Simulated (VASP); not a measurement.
A run of VASP 6.6.1 is set up as follows.

The input POSCAR:

```
C
1.0
   -2.4291088834      2.4594727444      2.4594727444
    2.4291088834     -2.3987450224      2.3987450224
    2.4291088834      2.3987450224     -2.3987450224
C
8
Direct
    0.3254551632      0.0000000000      0.0000000000
    0.6745448368      0.6745448368      0.6745448368
    0.0000000000      0.3254551632      0.0000000000
    0.0000000000      0.0000000000      0.3254551632
    0.0000000000      0.6745448368      0.0000000000
    0.3254551632      0.3254551632      0.3254551632
    0.6745448368      0.0000000000      0.0000000000
    0.0000000000      0.0000000000      0.6745448368
```

Contents of INCAR.step1:

```
PREC     = Accurate       # precision mode
ENCUT    = 520            # plane-wave cutoff, eV
ISMEAR   = 0              # smearing method
SIGMA    = 0.05           # smearing width, eV
LREAL    = False          # projectors in reciprocal space
LASPH    = True           # aspherical terms in the spheres
NELM     = 80             # most SCF steps
NBANDS   = 26             # bands
GGA      = PE             # functional
ALGO     = Normal         # electronic algorithm
EDIFF    = 1E-4           # SCF threshold, eV
LWAVE    = True           # write WAVECAR
LCHARG   = False          # write CHGCAR
```

The input INCAR.step2:

```
PREC     = Accurate       # precision mode
ENCUT    = 520            # plane-wave cutoff, eV
EDIFF    = 1E-6           # SCF threshold, eV
ISMEAR   = 0              # smearing method
SIGMA    = 0.05           # smearing width, eV
LREAL    = False          # projectors in reciprocal space
LASPH    = True           # aspherical terms in the spheres
NELM     = 80             # most SCF steps
ALGO     = Normal         # electronic algorithm
ISIF     = 2              # what is computed and relaxed
LWAVE    = False          # write WAVECAR
LCHARG   = False          # write CHGCAR
METAGGA  = R2SCAN         # meta-GGA
LMIXTAU  = True         
NBANDS   = 26             # bands
ISTART   = 1
```

The input KPOINTS:

```
regular mesh
0
Gamma
  8 8 8
```

Potentials or basis: VASP PAW PBE potentials, release 64 (C).

The run is started by

```bash
$ cat potpaw_PBE.64/C/POTCAR > POTCAR
$ cp INCAR.step1 INCAR
$ mpirun -np 1 vasp_std > vasp.out
$ cp INCAR.step2 INCAR
$ mpirun -np 1 vasp_std > vasp.out
```

(1) What does it give for the pressure?

(2) Predict the largest force.

Results:

(1) 0.9 GPa.

(2) 0.079 eV/Å.

Caveat: the cell differs from its parent crystal (strain +0.0250 x Voigt [0, 0, 0, 1, 0, 0]); the PAW data sets were made with another functional, which shifts forces and pressure a little.
